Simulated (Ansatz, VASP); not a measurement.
# Two plane-wave programs on Mn

Contents of INCAR:

```
PREC = Accurate
ENCUT = 500
EDIFF = 1E-6
ISMEAR = 0
SIGMA = 0.1
LREAL = F
LASPH = T
NELM = 200
ALGO = Normal
ISIF = 2
LWAVE = F
LCHARG = F
ISPIN = 2
MAGMOM = 0.76
LORBIT = 11
LMAXMIX = 4
GGA = PE
NBANDS = 16
GGA_COMPAT = F
```

Contents of KPOINTS:

```
regular mesh
0
Gamma
  8 8 8
```

POSCAR

```
Mn
1.0
   -1.3932737400      1.3932737400      1.3932737400
    1.3932737400     -1.3932737400      1.3932737400
    1.3932737400      1.3932737400     -1.3932737400
Mn
1
Direct
    0.0000000000      0.0000000000      0.0000000000
```

Input for Ansatz:

```yaml
crystal:
  lattice:
    - [-1.39327374, 1.39327374, 1.39327374]
    - [1.39327374, -1.39327374, 1.39327374]
    - [1.39327374, 1.39327374, -1.39327374]
  atoms:
    - { symbol: Mn, position: [0.0, 0.0, 0.0], spin: 0.76 }
basis:
  ecutwfc: "34 Ry"
kpoints:
  mp_grid: { grid: [8, 8, 8] }
hamiltonian:
  xc: pbe
scf:
  occupations: { method: gaussian, width: 0.1 }
  lower_state_search: "off"
output:
  forces: true
  stress: true
  eigenvalues: true
  populations: true
magnetization:
  spin_polarized: true
```

Alike in both runs: task single point; functional PBE; k mesh 8 × 8 × 8; occupations gaussian, width 0.1 eV; collinear spin.

|  | VASP | Ansatz |
| --- | --- | --- |
| version | VASP 6.6.1 | Ansatz 0.2.0 |
| potentials or method | VASP PAW PBE potentials, release 64 (Mn_pv), cutoff 500 eV | scalar-relativistic, plane waves, PAW |
| valence electrons in the cell | 13 | 15 |

VASP gave:

* gap on the k mesh at the Fermi level (eV): none
* pressure (GPa): 0.8
* net moment per atom (μB): 0.70
* size of the moment on the site where the two differ most (μB): 0.70

Which values does Ansatz return?

gap on the k mesh at the Fermi level (eV): none; pressure (GPa): 1.0; net moment per atom (μB): 0.69; size of the moment on the site where the two differ most (μB): 0.69.

Site moments also hang on the region over which each program counts them. A gap of «none» marks a metal or a gap that the smearing closes. With one functional, cell and mesh, what is left measures potentials, basis and numerics. VASP's potentials hold 13 valence electrons a cell and Ansatz's 15, so a difference there can come from the potentials and not from the codes.

The k mesh is coarse, so the values compare programs but aren't converged.
